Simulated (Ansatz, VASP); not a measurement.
**One calculation of AlN, two programs**

File INCAR:

```
  ALGO = Normal
  EDIFF = 1E-6
  ENCUT = 520
  GGA = PS
  ISIF = 2
  ISMEAR = 0
  LASPH = T
  LCHARG = F
  LREAL = F
  LWAVE = F
  NBANDS = 16
  NELM = 60
  PREC = Accurate
  SIGMA = 0.05
```

Contents of KPOINTS:

```
k-points
0
Gamma
  9 9 6
```

Contents of POSCAR:

```
AlN
1.0
    3.3808000000      0.0000000000      0.0000000000
   -1.6904000000      2.9278586851      0.0000000000
    0.0000000000      0.0000000000      4.1412155349
Al N
2 2
Direct
    0.3333333333      0.6666666667      0.7500000000
    0.6666666667      0.3333333333      0.2500000000
    0.3333333333      0.6666666667      0.2500000000
    0.6666666667      0.3333333333      0.7500000000
```

Input for Ansatz:

```yaml
crystal:
  lattice:
    - [3.3808, 0.0, 0.0]
    - [-1.6904, 2.9278586851, 0.0]
    - [0.0, 0.0, 4.1412155349]
  atoms:
    - { symbol: Al, position: [0.3333333333, 0.6666666667, 0.75] }
    - { symbol: Al, position: [0.6666666667, 0.3333333333, 0.25] }
    - { symbol: "N", position: [0.3333333333, 0.6666666667, 0.25] }
    - { symbol: "N", position: [0.6666666667, 0.3333333333, 0.75] }
basis:
  ecutwfc: 520.0
kpoints:
  mp_grid: { grid: [9, 9, 6] }
hamiltonian:
  xc: pbesol
scf:
  occupations: { method: gaussian, width: 0.05 }
output:
  forces: true
  stress: true
  eigenvalues: true
```

Alike in both runs: task single point; functional PBEsol; k mesh 9 × 9 × 6; occupations gaussian, width 0.05 eV; no spin polarisation.

|  | VASP | Ansatz |
| --- | --- | --- |
| version | VASP 6.6.1 | Ansatz 0.2.0 |
| potentials or method | VASP PAW PBE potentials, release 64 (Al, N), cutoff 520 eV | scalar-relativistic, plane waves, PAW |
| valence electrons in the cell | 16 | 16 |

```tsv
	VASP	Ansatz	Ansatz less VASP
gap on the k mesh at the Fermi level (eV)	3.06	3.05	-0.011
least direct gap on the mesh (eV)	3.06	3.05	-0.011
pressure (GPa)	-9.7	-9.6	+0.10
traceless stress, the component that is largest in VASP (GPa)	3.42	3.41	-0.007
```

VASP's potentials were made for PBE, not for PBEsol.
